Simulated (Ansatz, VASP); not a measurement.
**Ru: VASP beside Ansatz**

```
CELL_PARAMETERS angstrom
2.70580 0.00000 0.00000
-1.35290 2.34329 0.00000
0.00000 0.00000 4.36754
ATOMIC_POSITIONS crystal
Ru 0.66667 0.33333 0.75000
Ru 0.33333 0.66667 0.25000
```

Alike in both runs: functional PBE; k mesh 9 × 9 × 5; occupations fermi-dirac, width 0.05 eV; no spin polarisation.

```csv
,VASP,Ansatz
version,VASP 6.6.1,Ansatz 0.2.0
potentials or method,"VASP PAW PBE potentials, release 64 (Ru_pv)",Ansatz PAW
plane-wave cutoff (eV),520,420
valence electrons in the cell,28,32
task,single point,band structure
```

```tsv
	VASP	Ansatz	Ansatz less VASP
gap on the k mesh at the Fermi level (eV)	none	none	-
pressure (GPa)	-2.2	-2.1	+0.12
traceless stress, the component that is largest in VASP (GPa)	-6.81	-6.83	-0.014
```

A gap of «none» marks a metal or a gap that the smearing closes. VASP's potentials hold 28 valence electrons a cell and Ansatz's 32, so a difference there can come from the potentials and not from the codes.
